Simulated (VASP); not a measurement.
Here is a VASP 6.6.1 calculation.

File INCAR:

```
  ALGO = Normal
  DIPOL = 0.5 0.5 0.500
  EDIFF = 1E-7
  ENCUT = 520
  GGA = PE
  IDIPOL = 3
  ISIF = 2
  ISMEAR = 0
  IVDW = 12
  LASPH = True
  LCHARG = False
  LDIPOL = True
  LREAL = False
  LWAVE = False
  NBANDS = 11
  NELM = 100
  PREC = Accurate
  SIGMA = 0.05
```

KPOINTS

```
k-points
0
Gamma
  15 15 1
```

POSCAR

```
C
1.0
    2.4560959400      0.0000000000      0.0000000000
   -1.2280479700      2.1270618200      0.0000000000
    0.0000000000      0.0000000000     20.0000000000
C
2
Direct
    0.0833794600      0.1667589200      0.5000000000
    0.4166205400      0.8332410800      0.5000000000
```

Potentials or basis: VASP PAW PBE potentials, release 64 (C).

Command:

```console
$ cat potpaw_PBE.64/C/POTCAR > POTCAR
$ mpirun -np 1 vasp_std > vasp.out
```

Task: Predict the dispersion energy per atom.

Result: -0.089 eV.

Task: Estimate the largest force.

Result: 0.015 eV/Å.

Forces in eV/Å, atoms in the order of the input:
```
C    0.000 -0.015  0.000
C    0.000  0.015  0.000
```
